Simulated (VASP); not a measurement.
## CaSe: single point with PBE

The system is CaSe.

```
Ca Se
1.0
     0.00000    2.79809    2.79809
     2.79809    0.00000    2.79809
     2.79809    2.79809    0.00000
Ca Se
1 1
Direct
  0.00000 0.00000 0.00000
  0.50000 0.50000 0.50000
```

| Quantity | Value |
| --- | --- |
| Program | VASP 6.6.1 |
| Task | single point |
| Functional | PBE |
| Potentials or basis | VASP PAW PBE potentials, release 64 (Ca_sv, Se) |
| Cutoff | 500 eV |
| k mesh | 4 × 4 × 4 |
| Occupations | gaussian, width 0.01 eV |
| Spin | no spin polarisation |
| Dipole correction | no |
| Further INCAR settings | ALGO = Normal; EDIFF = 1e-06; NBANDS = 15 |

The pressure is 13.8 GPa and the band gap on the k mesh is 1.51 eV, indirect (least direct gap 2.61 eV).

Levels at points of the mesh, in eV from the valence-band top:
| k point | band 5 | band 6 | band 7 | band 8 | band 9 | band 10 | band 11 | band 12 |
| --- | --- | --- | --- | --- | --- | --- | --- | --- |
| (0.00, 0.00, 0.00) | -12.45 | 0.00 | 0.00 | 0.00 | 3.55 | 3.55 | 3.55 | 4.29 |
| (0.50, 0.00, 0.00) | -11.36 | -3.99 | -1.61 | -1.61 | 4.75 | 5.85 | 5.85 | 5.90 |
| (0.50, 0.50, 0.00) | -11.67 | -2.96 | -1.10 | -1.10 | 1.51 | 5.26 | 5.80 | 6.53 |

Run time: 4.7 s on 1 thread of AMD EPYC 9R45 96-Core Processor (Zen 5), on a shared host, peak memory 0.13 GiB.

Caveat: the k points lie up to 0.49 Å⁻¹ apart. A hybrid or GW would open this gap; PBE tends to underestimate it.
